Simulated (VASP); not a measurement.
Write the native input for VASP 6.6.1 that does the following.

```yaml
Task: single point
Functional: PBE
Potentials_or_basis: VASP PAW PBE potentials, release 64 (Fe)
Cutoff: 520 eV
k_mesh: 13 × 13 × 13
Occupations: fermi-dirac, width 0.05 eV
Spin: non-collinear spin, typed start, spin-orbit coupling
Starting_moments: "[[0.0, 2.2, 0.0]] μB"
Dipole_correction: no
Further_INCAR_settings: ALGO = Normal; EDIFF = 1e-07; NBANDS = 19
```

The structure of Fe lies in POSCAR:

```
Fe
1.0
    0.0000000000      1.9417396906      1.9651051623
    1.4984397099      0.0000000000      1.9651051623
    1.4984397099      1.9417396906      0.0000000000
Fe
1
Direct
    0.0000000000      0.0000000000      0.0000000000
```

These files were run (other wordings do the same):

INCAR

```
PREC = Accurate ; ENCUT = 520
EDIFF = 1E-7 ; ISMEAR = -1
SIGMA = 0.05 ; LREAL = False
LASPH = True ; NELM = 150
ALGO = Normal ; ISIF = 2
LWAVE = False ; LCHARG = False
LNONCOLLINEAR = True ; MAGMOM = 0 2.2 0
LORBIT = 11 ; LSORBIT = True
GGA_COMPAT = False ; LORBMOM = True
LMAXMIX = 4 ; GGA = PE
NBANDS = 19
```

KPOINTS

```
Automatic mesh
0
Gamma
  13 13 13
```

Potentials or basis: VASP PAW PBE potentials, release 64 (Fe).

Launch:

```console
$ cat potpaw_PBE.64/Fe/POTCAR > POTCAR
$ mpirun -np 1 vasp_ncl > vasp.out
```

Results of the run:

```json
{"Pressure": "-1.0 GPa", "Net moment": "2.19 μB per cell", "Valence electrons inside the program's atomic spheres": "Fe 7.26"}
```

Run time: 25 min on 1 thread of Intel(R) Xeon(R) Platinum 8259CL CPU @ 2.50GHz (Skylake/Cascade Lake), on a shared host, peak memory 0.34 GiB.
